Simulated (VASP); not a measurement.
# InPd (Pmm2) in VASP: a series of runs, part 2 of 2

VASP 6.6.1. The steps go on from the part before.

### Step 3. Single point, PBEsol (atoms displaced along a vibrational mode, the cell strained)

File INCAR:

```
PREC     = Accurate       # precision mode
ENCUT    = 520            # plane-wave cutoff, eV
EDIFF    = 1E-6           # SCF threshold, eV
ISMEAR   = 0              # smearing method
SIGMA    = 0.15           # smearing width, eV
LREAL    = F              # projectors in reciprocal space
LASPH    = T              # aspherical terms in the spheres
NELM     = 80             # most SCF steps
ALGO     = Fast           # electronic algorithm
ISIF     = 2              # what is computed and relaxed
LWAVE    = F              # write WAVECAR
LCHARG   = F              # write CHGCAR
GGA      = PS             # functional
NBANDS   = 18             # bands
```

File KPOINTS:

```
Automatic mesh
0
Gamma
  14 14 14
```

File POSCAR:

```
InPd
1.0
    3.1329966199      0.0000000000      0.0000000000
    0.0000000000      3.1329966199      0.0000000000
    0.0000000000      0.0000000000      3.4738926252
In Pd
1 1
Direct
   -0.0049674089      0.0000000000      0.0000000000
    0.5053594057      0.5000000000      0.5000000000
```

Potentials or basis: VASP PAW PBE potentials, release 64 (In_d, Pd).

Started as:

```
$ cat potpaw_PBE.64/In_d/POTCAR potpaw_PBE.64/Pd/POTCAR > POTCAR
$ mpirun -np 1 vasp_std > vasp.out
```

OUTCAR:

```text
PREC = Accurate
   ENCUT = 520
   EDIFF = 1E-6
   ISMEAR = 0
   LREAL = F
   LASPH = T
   NELM = 80
   ISIF = 2
   GGA = PS

 ion  position               nearest neighbor table
   1  0.995  0.000  0.000-   2 2.80   2 2.80   2 2.80   2 2.80   2 2.83   2 2.83   2 2.83   2 2.83

   2  0.505  0.500  0.500-   1 2.80   1 2.80   1 2.80   1 2.80   1 2.83   1 2.83   1 2.83   1 2.83

  LATTYP: Found a simple tetragonal cell.
 ALAT       =     3.1329966199
 C/A-ratio  =     1.1088082902

  Lattice vectors:

 A1 = (   3.1329966199,   0.0000000000,   0.0000000000)
 A2 = (   0.0000000000,   3.1329966199,   0.0000000000)
 A3 = (   0.0000000000,   0.0000000000,   3.4738926252)

Analysis of symmetry for initial positions (statically):
=====================================================================
 Subroutine PRICEL returns:
 Original cell was already a primitive cell.

 Routine SETGRP: Setting up the symmetry group for a
 simple tetragonal supercell.

 Subroutine GETGRP returns: Found  4 space group operations
 (whereof  4 operations were pure point group operations)
 out of a pool of 16 trial point group operations.

The static configuration has the point symmetry C_2v.

Analysis of symmetry for dynamics (positions and initial velocities):
=====================================================================
 Subroutine PRICEL returns:
 Original cell was already a primitive cell.

 Routine SETGRP: Setting up the symmetry group for a
 simple tetragonal supercell.

 Subroutine GETGRP returns: Found  4 space group operations
 (whereof  4 operations were pure point group operations)
 out of a pool of 16 trial point group operations.

The dynamic configuration has the point symmetry C_2v.

[... 111 lines left out ...]
   EMIN   =  10.00;   EMAX   =-10.00  energy-range for DOS
   EFERMI =   0.00;   METHOD = LEGACY
   ISMEAR =     0;   SIGMA  =   0.15  broadening in eV -4-tet -1-fermi 0-gaus
   EFERMI_NEDOS =   21; number of points for ismear=-14 and -15
   IALGO  =     68    algorithm
   IMIX   =      4    mixing-type and parameters
     AMIX     =   0.40;   BMIX     =  1.00
     AMIX_MAG =   1.60;   BMIX_MAG =  1.00
  volume/ion in A,a.u.               =      17.05       115.05
  Fermi-wavevector in a.u.,A,eV,Ry     =   1.435728  2.713132 28.045873  2.061314
  Thomas-Fermi vector in A             =   2.554994
   LORBIT       =      0    0 simple, 1 ext, 2 COOP (PROOUT), +10 PAW based schemes
   GGA     = PS    functional components
   LHFCALC =     F    Hartree Fock is set to
   AEXX    =    0.0000 exact exchange contribution
   IVDW    =     0    specifies the selected vdW correction
   LEPSILON=     F    determine dielectric tensor
   LRPA    =     F    only Hartree local field effects (RPA)
 non-spin polarized calculation
 RMM-DIIS sequential band-by-band and
 Gauss-broadening in eV      SIGMA  =   0.15
  energy-cutoff  :      520.00
  volume of cell :       34.10
 maximum number of plane-waves:       960
   NGX = 11   NGY = 11   NGZ = 13

 number of electron      23.0000005 magnetization

 Free energy of the ion-electron system (eV)
  ---------------------------------------------------
  ext. energy  EPLUGINS =         0.00000000
  ---------------------------------------------------
  free energy    TOTEN  =        -9.98246543 eV

  energy without entropy =       -9.97398280  energy(sigma->0) =       -9.97822412

 E-fermi :  10.7848     XC(G=0): -12.5559

 val. band max:       10.7720534374   @ k =   0.3571   0.0714   0.2143
 cond. band min:      10.7890478533   @ k =  -0.2143   0.3571   0.0000
 fundamental gap:      0.0169944159
 Fermi energy:        10.7848268649

 k-point     1 :       0.0000    0.0000    0.0000
  band No.  band energies     occupation
      1      -4.3124      2.00000
      2      -4.1680      2.00000
      3      -3.7814      2.00000
      4      -3.7811      2.00000
      5      -3.7175      2.00000
      6       0.3873      2.00000
[... 481 lines left out ...]
      5      -3.7562      2.00000
      6       2.6358      2.00000
[... 10 lines left out ...]
     17      22.6950      0.00000
     18      23.3193      0.00000

 [... further k-points ...]

------------------------ aborting loop because EDIFF is reached ----------------------------------------

  FORCE on cell =-STRESS in cart. coord.  units (eV):
  Direction    XX          YY          ZZ          XY          YZ          ZX
  --------------------------------------------------------------------------------------
  -------------------------------------------------------------------------------------
  Total        0.3786621      0.3873065     -0.1532639      0.0000000      0.0000000      0.0000000
  in kB       17.7920563     18.1982295     -7.2013544      0.0000000      0.0000000      0.0000000
  external PRESSURE =       9.5963104 kB  Pullay stress =       0.0000000 kB

 VOLUME and BASIS-vectors are now :
 -----------------------------------------------------------------------------
  energy-cutoff  :      520.00
  volume of cell :       34.10
      direct lattice vectors                 reciprocal lattice vectors
     3.132996620  0.000000000  0.000000000     0.319183236  0.000000000  0.000000000
     0.000000000  3.132996620  0.000000000     0.000000000  0.319183236  0.000000000
     0.000000000  0.000000000  3.473892625     0.000000000  0.000000000  0.287861517

 POSITION                                       TOTAL-FORCE (eV/Angst)
 -----------------------------------------------------------------------------------
      3.11743      0.00000      0.00000         0.128614      0.000000      0.000000
      1.58329      1.56650      1.73695        -0.128614      0.000000      0.000000
 -----------------------------------------------------------------------------------
    total drift:                                0.000057      0.000000     -0.000002

  FREE ENERGIE OF THE ION-ELECTRON SYSTEM (eV)
  ---------------------------------------------------
  free  energy   TOTEN  =        -9.9824654337 eV

  energy  without entropy=       -9.9739828028  energy(sigma->0) =       -9.97822412
```

Run time: 1.7 min. Hardware: 1 thread of Intel Xeon 6975P-C (Granite Rapids), shared host; peak memory 0.42 GiB.

Results:

* Free energy: -9.9825 eV
* Pressure: 1.0 GPa
* Largest force: 0.129 eV/Å
* Band gap on the k mesh: zero (an odd number of electrons rules out a gap without spin polarisation)

Forces on the atoms (eV/Å):
```
In   0.129  0.000  0.000
Pd  -0.129  0.000  0.000
```

Caveat: the cell differs from its parent crystal (atoms displaced along a vibrational mode, the cell strained); the PAW data sets were made with another functional, which shifts forces and pressure a little; spin-orbit coupling is left out, which moves the levels of the heavy elements.
